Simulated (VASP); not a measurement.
Input of a VASP 6.6.1 run:

Contents of INCAR:

```
PREC     = Accurate       # precision mode
ENCUT    = 500            # plane-wave cutoff, eV
EDIFF    = 1E-6           # SCF threshold, eV
ISMEAR   = -1             # smearing method
SIGMA    = 0.1            # smearing width, eV
LREAL    = F              # projectors in reciprocal space
LASPH    = T              # aspherical terms in the spheres
NELM     = 200            # most SCF steps
ALGO     = Normal         # electronic algorithm
ISIF     = 2              # what is computed and relaxed
LWAVE    = F              # write WAVECAR
LCHARG   = T              # write CHGCAR
MAGMOM   = 0 0 0          # initial moments
LORBIT   = 11             # projections on sites
LSORBIT  = T              # spin-orbit coupling
GGA_COMPAT= F            
LORBMOM  = T            
LMAXMIX  = 4              # l up to which the mixer works
GGA      = B5             # functional
ALDAX    = 1.0          
AGGAX    = 1.0          
AGGAC    = 1.0          
ALDAC    = 0.0          
LVHAR    = T            
NBANDS   = 26             # bands
```

The input KPOINTS:

```
Automatic mesh
0
Gamma
  14 14 14
```

Contents of POSCAR:

```
Rh
1.0
    0.0000000000      1.9508486661      1.9508486661
    1.9508486661      0.0000000000      1.9508486661
    1.9508486661      1.9508486661      0.0000000000
Rh
1
Direct
    0.0000000000      0.0000000000      0.0000000000
```

Potentials or basis: VASP PAW PBE potentials, release 64 (Rh_pv).

Run with:

```console
$ cat potpaw_PBE.64/Rh_pv/POTCAR > POTCAR
$ mpirun -np 1 vasp_ncl > vasp.out
```

Question: Predict the net moment.

Answer: 0.00 μB per cell.

Question: Estimate the pressure.

Answer: 0.9 GPa.

Moments on the atoms (μB; x, y, z):
```
Rh  0.00 0.00 0.00
```

Caveat: the PAW data sets were made with another functional, which shifts forces and pressure a little.
